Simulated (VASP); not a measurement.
Wanted: the native input for a VASP 6.6.1 run.

| Property | Result |
| --- | --- |
| Task | relaxation of cell and atoms |
| Functional | PBE |
| Potentials or basis | VASP PAW PBE potentials, release 64 (Hf_pv, C) |
| Cutoff | 600 eV |
| k mesh | 16 × 16 × 15 |
| Occupations | fermi-dirac, width 0.1 eV |
| Spin | no spin polarisation |
| Target pressure | 170 GPa |
| Dipole correction | no |
| Further INCAR settings | ALGO = Normal; EDIFF = 1e-06; IBRION = 2; EDIFFG = -0.005; NSW = 60; ISIF = 3 |

The structure of HfC (WC type) lies in POSCAR:

```
HfC
1.0
    2.7478317735      0.0000000000      0.0000000000
   -1.3739158868      2.3796921212      0.0000000000
    0.0000000000      0.0000000000      2.6928751380
Hf C
1 1
Direct
    0.0000000000      0.0000000000      0.0000000000
    0.3333333333      0.6666666667      0.5000000000
```

These files were run (other wordings do the same):

INCAR

```
PREC = Accurate
ENCUT = 600
EDIFF = 1E-6
ISMEAR = -1
SIGMA = 0.1
LREAL = F
LASPH = T
NELM = 80
ALGO = Normal
ISIF = 3
LWAVE = F
LCHARG = F
GGA = PE
IBRION = 2
NSW = 60
EDIFFG = -0.005
PSTRESS = 1700.0
```

KPOINTS

```
Automatic mesh
0
Gamma
  16 16 15
```

Potentials or basis: VASP PAW PBE potentials, release 64 (Hf_pv, C).

Launch:

```console
$ cat potpaw_PBE.64/Hf_pv/POTCAR potpaw_PBE.64/C/POTCAR > POTCAR
$ mpirun -np 1 vasp_std > vasp.out
```

It gave:

The relaxed volume is 8.80 Å³/atom and the relaxed cell is a = 2.775 Å, b = 2.775 Å, c = 2.640 Å, α = 90.00°, β = 90.00°, γ = 120.00°. The space group after relaxing (to 0.1 Å) is P-6m2 (No. 187), the energy change on relaxing (the run minimises the enthalpy) is -8.4 meV/atom and the ionic steps are 8. The pressure after relaxing is 170.0 GPa and the band gap on the k mesh is zero (bands 7 and 8 overlap by 1.59 eV).

Caveat: the cell is relaxed towards a set pressure, so the run minimises the enthalpy, not the energy; spin-orbit coupling is left out, which moves the levels of the heavy elements.

Wall time 7 min on 1 thread of Intel Xeon 8259CL, on a shared host, peak memory 0.21 GiB.
